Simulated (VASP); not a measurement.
The system is CoO.

```xyz
2
Lattice="-1.5080 1.5080 2.1072 1.5080 -1.5080 2.1072 1.5080 1.5080 -2.1072" Properties=species:S:1:pos:R:3 pbc="T T T"
Co    0.0000    0.0000    0.0000
O     0.0000    0.0000    2.1072
```

Base run:

- Program: VASP 6.6.1
- Functional: PBE
- Potentials or basis: VASP PAW PBE potentials, release 64 (Co, O)
- Cutoff: 600 eV
- k mesh: 12 × 12 × 12
- Occupations: fermi-dirac, width 0.1 eV
- Spin: collinear spin, ferromagnetic start
- Starting moments: [1.8, 0.0] μB

Its results: pressure -1.0 GPa; net moment 2.82 μB per cell; site moments Co +2.50; O +0.27 μB.

Problem. The run is repeated on the same cell with these changes: hubbard terms from none to Co d U = 4.5 eV. What comes out?

Solution. Pressure 0.3 GPa; net moment 3.00 μB per cell; site moments Co +2.78; O +0.22 μB.

Caveats: a cell with one magnetic atom can't hold antiferromagnetic order, which such compounds often take; the stress differs along the axes, from -5 to 3 GPa (at least some runs).
